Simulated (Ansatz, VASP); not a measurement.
## One calculation of Hf, two programs

```
CELL_PARAMETERS angstrom
0.00000 2.22000 2.22000
2.22000 0.00000 2.22000
2.22000 2.22000 0.00000
ATOMIC_POSITIONS crystal
Hf 0.00000 0.00000 0.00000
```

Alike in both runs: task electric field gradients; functional PBE; k mesh 16 × 16 × 16; occupations fermi-dirac, width 0.03 eV; no spin polarisation.

|  | VASP | Ansatz |
| --- | --- | --- |
| version | VASP 6.6.1 | Ansatz 0.2.0 |
| potentials or method | VASP PAW PBE potentials, release 64 (Hf_pv) | PAW with Ansatz's default frozen-core files, scalar-relativistic |
| plane-wave cutoff (eV) | 520 | 420 |
| valence electrons in the cell | 10 | 26 |

|  | VASP | Ansatz | Ansatz less VASP |
| --- | --- | --- | --- |
| pressure (GPa) | 2.7 | 3.2 | +0.47 |

VASP's potentials hold 10 valence electrons a cell and Ansatz's 26, so a difference there can come from the potentials and not from the codes.

Spin-orbit coupling is off throughout.
